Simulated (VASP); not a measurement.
Here is a VASP 6.6.1 calculation.

The input INCAR:

```
SYSTEM = Ti4BeP
PREC     = Accurate       ! precision mode
ENCUT    = 600            ! plane-wave cutoff, eV
EDIFF    = 1E-7           ! SCF threshold, eV
ISMEAR   = 0              ! smearing method
SIGMA    = 0.1            ! smearing width, eV
LREAL    = .False.        ! projectors in reciprocal space
LASPH    = .True.         ! aspherical terms in the spheres
NELM     = 60             ! most SCF steps
ALGO     = Normal         ! electronic algorithm
ISIF     = 3              ! what is computed and relaxed
LWAVE    = .False.        ! write WAVECAR
LCHARG   = .False.        ! write CHGCAR
GGA      = PE             ! functional
IBRION   = 2              ! ionic algorithm
NSW      = 100            ! ionic steps
EDIFFG   = -0.01          ! ionic threshold
```

The input KPOINTS:

```
Automatic mesh
0
Gamma
  8 8 6
  0 0 0
```

Contents of POSCAR:

```
Ti4BeP
1.0
    4.4181806995      0.0000000000      0.0000000000
    0.0000000000      4.4181806995      0.0000000000
    0.0000000000      0.0000000000      6.6755021765
Ti Be P
4 1 1
Direct
    0.5000000000      0.0000000000      0.0000000000
    0.0000000000      0.5000000000      0.0000000000
    0.0000000000      0.0000000000      0.3517672671
    0.0000000000      0.0000000000      0.6482327329
    0.5000000000      0.5000000000      0.5000000000
    0.0000000000      0.0000000000      0.0000000000
```

Potentials or basis: VASP PAW PBE potentials, release 64 (Ti_sv, Be, P).

Command:

```console
$ cat potpaw_PBE.64/Ti_sv/POTCAR potpaw_PBE.64/Be/POTCAR potpaw_PBE.64/P/POTCAR > POTCAR
$ mpirun -np 1 vasp_std > vasp.out
```

Question: Estimate the relaxed volume.

Answer: 21.73 Å³/atom.

Question: Estimate the relaxed cell.

Answer: a = 4.412 Å, b = 4.412 Å, c = 6.697 Å, α = 90.00°, β = 90.00°, γ = 90.00°.

Question: Estimate the space group after relaxing (to 0.1 Å).

Answer: P4/mmm (No. 123).

The path:
```tsv
step	energy change (eV)	largest force (eV/Å)	pressure (GPa)	volume (Å³)
1	0.0000	0.4704	0.23	130.31
2	-0.0053	0.2120	-0.28	130.89
3	-0.0077	0.0042	-0.13	130.67
4	-0.0077	0.0121	-0.12	130.66
5	-0.0078	0.0055	0.04	130.38
```

Caveat: atoms lie so close that the PAW spheres overlap strongly, which falsifies energies and pressures.
